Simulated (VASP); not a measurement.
## Re: single point with r2SCAN

Crystal: Re.

```xyz
12
Lattice="3.1755 1.8334 5.4154 -3.1755 1.8334 5.4154 0.0000 -3.6667 5.4154" Properties=species:S:1:pos:R:3 pbc="T T T"
Re   -2.0432    1.1796    3.6500
Re    0.0000   -2.3592    3.6500
Re    2.0432    1.1796    3.6500
Re    2.0432   -1.1796   12.5964
Re   -2.0432   -1.1796   12.5964
Re    0.0000    2.3592   12.5964
Re   -1.3001    0.7506    5.8105
Re    0.0000   -1.5012    5.8105
Re    1.3001    0.7506    5.8105
Re    1.3001   -0.7506   10.4358
Re   -1.3001   -0.7506   10.4358
Re    0.0000    1.5012   10.4358
```

```yaml
Program: VASP 6.6.1
Task: single point
Functional: r2SCAN
Potentials_or_basis: VASP PAW PBE potentials, release 64 (Re)
Cutoff: 660 eV
k_mesh: 6 × 6 × 6
Occupations: gaussian, width 0.1 eV
Spin: no spin polarisation
```

```yaml
Pressure: 114.2 GPa
Largest_force: 10.625 eV/Å
Band_gap_on_the_k_mesh: zero (bands 42 and 43 overlap by 0.26 eV)
```

Forces in eV/Å, atoms in the order of the input:
```
Re    4.954  -2.860  -2.242
Re    0.000   5.721  -2.242
Re   -4.954  -2.860  -2.242
Re   -4.954   2.860   2.242
Re    4.954   2.860   2.242
Re    0.000  -5.721   2.242
Re    8.954  -5.169   2.452
Re    0.000  10.339   2.452
Re   -8.954  -5.169   2.452
Re   -8.954   5.169  -2.452
Re    8.954   5.169  -2.452
Re    0.000 -10.339  -2.452
```

Stress tensor (GPa, compression positive):
```
107.45   0.00   0.00
  0.00 107.45   0.00
  0.00   0.00 127.78
```

Levels at points of the mesh, in eV from the Fermi level:
```tsv
k point	band 39	band 40	band 41	band 42	band 43	band 44	band 45	band 46
(0.00, 0.00, 0.00)	-0.73	-0.73	-0.26	-0.26	0.40	0.40	0.87	0.87
(0.50, 0.00, 0.00)	-0.63	-0.41	-0.19	-0.11	0.28	0.32	0.51	0.79
(0.50, 0.50, 0.00)	-0.70	-0.67	-0.45	0.06	0.07	0.30	0.63	0.65
(0.50, 0.50, 0.50)	-0.83	-0.31	-0.15	-0.15	0.03	0.80	1.14	1.14
```

Wall time 28 min on 1 thread of Intel(R) Xeon(R) 6975P-C (Granite Rapids), with other jobs on the host, peak memory 0.65 GiB.

Caveat: the stress differs along the axes, from 107 to 128 GPa; the PAW data sets were made with another functional, which shifts forces and pressure a little; spin-orbit coupling is left out, which moves the levels of the heavy elements.
